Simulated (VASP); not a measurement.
Wanted: the native input for a VASP 6.6.1 run.

| Item | Value |
| --- | --- |
| Task | single point |
| Functional | PBEsol |
| Potentials or basis | VASP PAW PBE potentials, release 64 (Al, N) |
| Cutoff | 600 eV |
| k mesh | 12 × 12 × 6 |
| Occupations | gaussian, width 0.05 eV |
| Spin | no spin polarisation |
| Dipole correction | no |
| Further INCAR settings | ALGO = Normal; EDIFF = 1e-06; NBANDS = 16 |

The structure of AlN lies in POSCAR:

```
AlN
1.0
    3.1110021516      0.0000000000      0.0000000000
   -1.5555010758      2.6942068945      0.0000000000
    0.0000000000      0.0000000000      4.9780000000
Al N
2 2
Direct
    0.3333333333      0.6666666667      0.0000000000
    0.6666666667      0.3333333333      0.5000000000
    0.1961444474      0.7780166898      0.3850000000
    0.6666666667      0.3333333333      0.8850000000
```

This cell differs from its parent crystal: atom 3 (N) moved by (-0.600, +0.300) A along x and y.

These files were run (other wordings do the same):

INCAR

```
PREC = Accurate ; ENCUT = 600
EDIFF = 1E-6 ; ISMEAR = 0
SIGMA = 0.05 ; LREAL = F
LASPH = T ; NELM = 120
ALGO = Normal ; ISIF = 2
LWAVE = F ; LCHARG = F
GGA = PS ; NBANDS = 16
GGA_COMPAT = F
```

KPOINTS

```
Automatic mesh
0
Gamma
  12 12 6
```

Potentials or basis: VASP PAW PBE potentials, release 64 (Al, N).

Launch:

```sh
$ cat potpaw_PBE.64/Al/POTCAR potpaw_PBE.64/N/POTCAR > POTCAR
$ mpirun -np 1 vasp_std > vasp.out
```

Results of the run:

```json
{
 "Pressure": "14.1 GPa",
 "Largest force": "5.173 eV/Å",
 "Band gap on the k mesh": "2.49 eV, indirect (least direct gap 2.57 eV)"
}
```

Caveat: the cell differs from its parent crystal (atom 3 (N) moved by (-0.600, +0.300) A along x and y); the PAW data sets were made with another functional, which shifts forces and pressure a little.

Run time: 6.9 min on 1 thread of AMD EPYC 7R43 64-Core Processor (Zen 3), on a shared host, peak memory 0.37 GiB.
